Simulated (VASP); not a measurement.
Fe:

```
Fe
1.0
    -1.43040    1.43040    1.43040
     1.43040   -1.43040    1.43040
     1.43040    1.43040   -1.43040
Fe
1
Cartesian
  0.0000 0.0000 0.0000
```

Base run:

```yaml
Program: VASP 6.6.1
Functional: PBE
Potentials_or_basis: VASP PAW PBE potentials, release 64 (Fe_sv)
Cutoff: 690 eV
k_mesh: 12 × 12 × 12
Occupations: fermi-dirac, width 0.05 eV
Spin: collinear spin, ferromagnetic start
Starting_moments: "[1.23] μB"
Fixed_moment: 1.23 μB
Hubbard_terms: Fe d U = 5.3 eV
```

Its results: pressure -3.9 GPa; site moments Fe +1.36 μB.

Q: The run is repeated on the same cell with these changes: fixed moment from 1.23 μB to 0.61 μB; moments at the start from [1.23] to [0.61]. What comes out?

A: Pressure 8.4 GPa; site moments Fe +0.62 μB.

Caveats: the total moment is fixed, so each spin has its own Fermi level and the state may be an excited one; the U is typed as a test and isn't derived for this compound; the cell stands under tension (at least some runs); the cell stands under pressure (at least some runs).
